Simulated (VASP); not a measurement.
# Sr3O2 (Pm-3m) in VASP: relaxation of cell and atoms with PBE

Aim: the relaxation of cell and atoms of Sr3O2 with PBE.

Program: VASP 6.6.1. These are calculated values, not measurements. Logs are shortened: lines on timing, memory, paths and dates and some standing lists are left out, and cuts for length are marked.

### Step 1. The cell of the first run

It takes space group Pm-3m (No. 221, cubic). Conventional cell: a = 4.231 Å, b = 4.231 Å, c = 4.231 Å, α = 90.00°, β = 90.00°, γ = 90.00°. Within 2.8 Å of Sr (site symmetry 4/mmm) lie 2 O at 2.12 Å. O (site symmetry m-3m) has 6 Sr at 2.12 Å within 2.8 Å. O (site symmetry m-3m) has 12 Sr at 2.99 Å and 8 O at 3.66 Å within 3.9 Å.

The cell was generated, and may not be a known phase.

### Step 2. Relaxation of cell and atoms, PBE

INCAR reads:

```
  PREC = Accurate
  ENCUT = 1340
  EDIFF = 1E-7
  ISMEAR = 0
  SIGMA = 0.1
  LREAL = F
  LASPH = T
  NELM = 120
  ALGO = Normal
  ISIF = 3
  LWAVE = F
  LCHARG = F
  GGA = PE
  IBRION = 2
  NSW = 90
  EDIFFG = -0.04
  GGA_COMPAT = F
  NELMIN = 4
```

KPOINTS reads:

```
regular mesh
0
Gamma
  4 4 4
```

POSCAR reads:

```
Sr3O2
1.0
    4.2305399700      0.0000000000      0.0000000000
    0.0000000000      4.2305399700      0.0000000000
    0.0000000000      0.0000000000      4.2305399700
Sr O
3 2
Direct
    0.0000000000      0.5000000000      0.5000000000
    0.5000000000      0.0000000000      0.5000000000
    0.5000000000      0.5000000000      0.0000000000
    0.5000000000      0.5000000000      0.5000000000
    0.0000000000      0.0000000000      0.0000000000
```

Potentials or basis: VASP PAW PBE potentials, release 64 (Sr_sv, O_h).

On the command line:

```console
$ cat potpaw_PBE.64/Sr_sv/POTCAR potpaw_PBE.64/O_h/POTCAR > POTCAR
$ mpirun -np 1 vasp_std > vasp.out
```

OUTCAR:

```text
PREC = Accurate
   ENCUT = 1340
   EDIFF = 1E-7
   ISMEAR = 0
   LREAL = F
   LASPH = T
   NELM = 120
   ISIF = 3
   GGA = PE
   IBRION = 2
   NSW = 90
   EDIFFG = -0.04
   NELMIN = 4

 ion  position               nearest neighbor table
   1  0.000  0.500  0.500-   4 2.12   4 2.12   2 2.99   5 2.99   3 2.99   5 2.99   2 2.99   5 2.99
                             5 2.99   2 2.99   3 2.99   3 2.99   3 2.99   2 2.99
   2  0.500  0.000  0.500-   4 2.12   4 2.12   1 2.99   5 2.99   3 2.99   5 2.99   1 2.99   3 2.99
                             3 2.99   3 2.99   1 2.99   5 2.99   5 2.99   1 2.99
   3  0.500  0.500  0.000-   4 2.12   4 2.12   1 2.99   5 2.99   1 2.99   2 2.99   2 2.99   2 2.99
                             5 2.99   2 2.99   1 2.99   5 2.99   1 2.99   5 2.99
   4  0.500  0.500  0.500-   1 2.12   2 2.12   3 2.12   3 2.12   2 2.12   1 2.12
   5  0.000  0.000  0.000-   1 2.99   2 2.99   3 2.99   1 2.99   2 2.99   1 2.99   3 2.99   1 2.99
                             2 2.99   3 2.99   2 2.99   3 2.99

  LATTYP: Found a simple cubic cell.
 ALAT       =     4.2305399700

  Lattice vectors:

 A1 = (   4.2305399700,   0.0000000000,   0.0000000000)
 A2 = (   0.0000000000,   4.2305399700,   0.0000000000)
 A3 = (   0.0000000000,   0.0000000000,   4.2305399700)

Analysis of symmetry for initial positions (statically):
=====================================================================
 Subroutine PRICEL returns:
 Original cell was already a primitive cell.

 Routine SETGRP: Setting up the symmetry group for a
 simple cubic supercell.

 Subroutine GETGRP returns: Found 48 space group operations
 (whereof 48 operations were pure point group operations)
 out of a pool of 48 trial point group operations.

The static configuration has the point symmetry O_h .

Analysis of symmetry for dynamics (positions and initial velocities):
=====================================================================
 Subroutine PRICEL returns:
 Original cell was already a primitive cell.

 Routine SETGRP: Setting up the symmetry group for a
 simple cubic supercell.

 Subroutine GETGRP returns: Found 48 space group operations
 (whereof 48 operations were pure point group operations)
 out of a pool of 48 trial point group operations.

The dynamic configuration has the point symmetry O_h .

 Subroutine INISYM returns: Found 48 space group operations
 (whereof 48 operations are pure point group operations),
 and found     1 'primitive' translations

----------------------------------------------------------------------------------------

                                     Primitive cell

  volume of cell :      75.7160

  direct lattice vectors                    reciprocal lattice vectors
     4.230539970  0.000000000  0.000000000     0.236376445  0.000000000  0.000000000
     0.000000000  4.230539970  0.000000000     0.000000000  0.236376445  0.000000000
     0.000000000  0.000000000  4.230539970     0.000000000  0.000000000  0.236376445

  length of vectors
     4.230539970  4.230539970  4.230539970     0.236376445  0.236376445  0.236376445

  position of ions in fractional coordinates (direct lattice)
     0.000000000  0.500000000  0.500000000
     0.500000000  0.000000000  0.500000000
     0.500000000  0.500000000  0.000000000
     0.500000000  0.500000000  0.500000000
     0.000000000  0.000000000  0.000000000

  ion indices of the primitive-cell ions
   primitive index   ion index
                 1           1
                 2           2
                 3           3
                 4           4
                 5           5

----------------------------------------------------------------------------------------

 KPOINTS: regular mesh

Automatic generation of k-mesh.
 Grid dimensions read from file:
 generate k-points for:    4    4    4

 Generating k-lattice:

  Cartesian coordinates                     Fractional coordinates (reciprocal lattice)
     0.059094111  0.000000000  0.000000000     0.250000000  0.000000000  0.000000000
     0.000000000  0.059094111  0.000000000     0.000000000  0.250000000  0.000000000
     0.000000000  0.000000000  0.059094111     0.000000000  0.000000000  0.250000000

  Length of vectors
     0.059094111  0.059094111  0.059094111

  Shift w.r.t. Gamma in fractional coordinates (k-lattice)
     0.000000000  0.000000000  0.000000000

 Subroutine IBZKPT returns following result:
 ===========================================

 Found     10 irreducible k-points:

 Following reciprocal coordinates:
            Coordinates               Weight
  0.000000  0.000000  0.000000      1.000000
  0.250000  0.000000  0.000000      6.000000
  0.500000  0.000000  0.000000      3.000000
  0.250000  0.250000  0.000000     12.000000
  0.500000  0.250000  0.000000     12.000000
  0.500000  0.500000  0.000000      3.000000
  0.250000  0.250000  0.250000      8.000000
  0.500000  0.250000  0.250000     12.000000
  0.500000  0.500000  0.250000      6.000000
  0.500000  0.500000  0.500000      1.000000
   k-points           NKPTS =     10   k-points in BZ     NKDIM =     10   number of bands    NBANDS=     25
   number of dos      NEDOS =    301   number of ions     NIONS =      5
   total plane-waves  NPLWV = 157464
   dimension x,y,z NGX =    54 NGY =   54 NGZ =   54
   dimension x,y,z NGXF=   108 NGYF=  108 NGZF=  108
   ions per type =               3   2
   NGX,Y,Z   is equivalent  to a cutoff of  21.22, 21.22, 21.22 a.u.
   NGXF,Y,Z  is equivalent  to a cutoff of  42.44, 42.44, 42.44 a.u.
 SYSTEM =  unknown system
   PREC   = accura    normal or accurate (medium, high low for compatibility)
   ISTART =      0    job   : 0-new  1-cont  2-samecut
   ICHARG =      2    charge: 1-file 2-atom 10-const
   ISPIN  =      1    spin polarized calculation?
   LNONCOLLINEAR =      F non collinear calculations
   LSORBIT =      F    spin-orbit coupling
   LASPH  =      T    aspherical Exc in radial PAW
   ENCUT  = 1340.0 eV  98.49 Ry    9.92 a.u.  12.63 12.63 12.63*2*pi/ulx,y,z
   NELM   =    120;   NELMIN=  4; NELMDL= -5     # of ELM steps
   EDIFF  = 0.1E-06   stopping-criterion for ELM
   LREAL  =      F    real-space projection
   EDIFFG = -.4E-01   stopping-criterion for IOM
   NSW    =     90    number of steps for IOM
   IBRION =      2    ionic relax: 0-MD 1-quasi-New 2-CG
   NFREE  =      1    steps in history (QN), initial steepest desc. (CG)
   ISIF   =      3    stress and relaxation
   ISYM   =      2    0-nonsym 1-usesym 2-fastsym
   POTIM  = 0.5000    time-step for ionic-motion
   TEBEG  =    0.0;   TEEND  =   0.0 temperature during run
   PSTRESS=    0.0 pullay stress
   NELECT =      42.0000    total number of electrons
   NUPDOWN=      -1.0000    fix difference up-down
   EMIN   =  10.00;   EMAX   =-10.00  energy-range for DOS
   EFERMI =   0.00;   METHOD = LEGACY
   ISMEAR =     0;   SIGMA  =   0.10  broadening in eV -4-tet -1-fermi 0-gaus
   EFERMI_NEDOS =   21; number of points for ismear=-14 and -15
   IALGO  =     38    algorithm
   IMIX   =      4    mixing-type and parameters
     AMIX     =   0.40;   BMIX     =  1.00
     AMIX_MAG =   1.60;   BMIX_MAG =  1.00
  volume/ion in A,a.u.               =      15.14       102.19
  Fermi-wavevector in a.u.,A,eV,Ry     =   1.345123  2.541915 24.617796  1.809357
  Thomas-Fermi vector in A             =   2.473062
   LORBIT       =      0    0 simple, 1 ext, 2 COOP (PROOUT), +10 PAW based schemes
   GGA     = PE    functional components
   LHFCALC =     F    Hartree Fock is set to
   AEXX    =    0.0000 exact exchange contribution
   IVDW    =     0    specifies the selected vdW correction
   LEPSILON=     F    determine dielectric tensor
   LRPA    =     F    only Hartree local field effects (RPA)
 conjugate gradient relaxation of ions
 non-spin polarized calculation
 Gauss-broadening in eV      SIGMA  =   0.10
  energy-cutoff  :     1340.00
  volume of cell :       75.72
 maximum number of plane-waves:      8480
 NGX is ok and might be reduce to    54
   NGX = 25   NGY = 25   NGZ = 25

--------------------------------------- Ionic step        1  -------------------------------------------

 number of electron      41.9999998 magnetization

 Free energy of the ion-electron system (eV)
  ---------------------------------------------------
  ext. energy  EPLUGINS =         0.00000000
  ---------------------------------------------------
  free energy    TOTEN  =       -14.75122969 eV

  energy without entropy =      -14.72373332  energy(sigma->0) =      -14.73748151

 E-fermi :   7.4380     XC(G=0): -11.0825

 val. band max:        7.4159470159   @ k =   0.2500   0.2500   0.2500
 cond. band min:       7.5021740852   @ k =   0.2500   0.2500   0.0000
 fundamental gap:      0.0862270693
 Fermi energy:         7.4379591962

 k-point     1 :       0.0000    0.0000    0.0000
  band No.  band energies     occupation
      1     -29.7110      2.00000
      2     -28.6033      2.00000
      3     -28.6033      2.00000
      4     -14.0084      2.00000
      5     -13.1364      2.00000
      6     -13.1364      2.00000
[... 17 lines left out ...]
     24       6.0079      2.00000
     25       6.0079      2.00000
[... 350 lines left out ...]
 POSITION                                       TOTAL-FORCE (eV/Angst)
 -----------------------------------------------------------------------------------
     -0.00000      2.49872      2.49872         0.000000     -0.000000      0.000000
      2.49872     -0.00000      2.49872        -0.000000     -0.000000      0.000000
      2.49872      2.49872      0.00000        -0.000000      0.000000      0.000000
      2.49872      2.49872      2.49872        -0.000000     -0.000000      0.000000
      0.00000      0.00000      0.00000        -0.000000      0.000000      0.000000
 -----------------------------------------------------------------------------------
    total drift:                                0.000000      0.000000      0.000000

  FREE ENERGIE OF THE ION-ELECTRON SYSTEM (eV)
  ---------------------------------------------------
  free  energy   TOTEN  =       -20.4834182450 eV

  energy  without entropy=      -20.4583997178  energy(sigma->0) =      -20.47090898

--------------------------------------- Ionic step        4  -------------------------------------------

 number of electron      41.9999997 magnetization

 Free energy of the ion-electron system (eV)
  ---------------------------------------------------
  ext. energy  EPLUGINS =         0.00000000
  ---------------------------------------------------
  free energy    TOTEN  =       -20.49115676 eV

  energy without entropy =      -20.46425282  energy(sigma->0) =      -20.47770479

 E-fermi :   3.7680     XC(G=0):  -8.7812

 val. band max:        3.7251689487   @ k =   0.2500   0.0000   0.0000
 cond. band min:       3.8050182241   @ k =   0.5000   0.2500   0.2500
 fundamental gap:      0.0798492755
 Fermi energy:         3.7679519587

 k-point     1 :       0.0000    0.0000    0.0000
  band No.  band energies     occupation
      1     -33.2872      2.00000
      2     -33.1362      2.00000
      3     -33.1362      2.00000
      4     -15.9027      2.00000
      5     -15.6776      2.00000
      6     -15.6776      2.00000
[... 17 lines left out ...]
     24       3.5625      1.99634
     25       3.5625      1.99634
[... 272 lines left out ...]
 POSITION                                       TOTAL-FORCE (eV/Angst)
 -----------------------------------------------------------------------------------
     -0.00000      2.52034      2.52034         0.000000     -0.000000      0.000000
      2.52034     -0.00000      2.52034        -0.000000     -0.000000      0.000000
      2.52034      2.52034      0.00000        -0.000000      0.000000      0.000000
      2.52034      2.52034      2.52034        -0.000000     -0.000000      0.000000
      0.00000      0.00000      0.00000        -0.000000      0.000000      0.000000
 -----------------------------------------------------------------------------------
    total drift:                                0.000000      0.000000      0.000000

  FREE ENERGIE OF THE ION-ELECTRON SYSTEM (eV)
  ---------------------------------------------------
  free  energy   TOTEN  =       -20.4911567640 eV

  energy  without entropy=      -20.4642528155  energy(sigma->0) =      -20.47770479

 reached required accuracy - stopping structural energy minimisation
```

It took 7.5 min on 1 thread of Intel Xeon Platinum 8259CL at 2.50GHz (Skylake/Cascade Lake), shared host; peak memory 0.46 GiB.

What came out:

```
Free energy                           : -20.4912 eV
Relaxed volume                        : 25.62 Å³/atom
Relaxed cell                          : a = 5.041 Å, b = 5.041 Å, c = 5.041 Å, α = 90.00°, β = 90.00°, γ = 90.00°
Space group after relaxing (to 0.1 Å) : Pm-3m (No. 221)
Energy gained by relaxing             : 1148.0 meV/atom
Ionic steps                           : 4
Pressure after relaxing               : -0.1 GPa
```

Step by step:
| step | energy change (eV) | largest force (eV/Å) | pressure (GPa) | volume (Å³) |
| --- | --- | --- | --- | --- |
| 1 | 0.0000 | 0.0000 | 53.89 | 75.72 |
| 2 | -5.4975 | 0.0000 | -3.86 | 146.37 |
| 3 | -5.7322 | 0.0000 | 0.85 | 124.81 |
| 4 | -5.7399 | 0.0000 | -0.08 | 128.08 |

Final structure:
```
CELL_PARAMETERS angstrom
5.04068 0.00000 0.00000
0.00000 5.04068 0.00000
0.00000 0.00000 5.04068
ATOMIC_POSITIONS crystal
Sr 0.00000 0.50000 0.50000
Sr 0.50000 0.00000 0.50000
Sr 0.50000 0.50000 0.00000
O 0.50000 0.50000 0.50000
O 0.00000 0.00000 0.00000
```

Levels at points of the mesh, in eV from the Fermi level:
```
           k point  band 17  band 18  band 19  band 20  band 21  band 22  band 23  band 24  band 25
(0.00, 0.00, 0.00)    -4.63    -2.57    -2.50    -2.50    -2.50    -0.57    -0.57    -0.21    -0.21
(0.50, 0.00, 0.00)    -4.77    -3.48    -2.68    -2.68    -0.63     0.07     0.16     0.81     2.06
(0.50, 0.50, 0.00)    -4.92    -3.04    -3.04    -2.78     0.81     1.06     1.06     1.53     1.63
(0.50, 0.50, 0.50)    -6.18    -2.73    -2.73    -2.73    -0.09     0.48     0.48     0.48     1.93
```

Caveat: the k points lie up to 0.31 Å⁻¹ apart in the final cell; the volume moved by over 15 % at a fixed basis, so the end points are rough; the highest band is partly filled, so the run has too few bands.
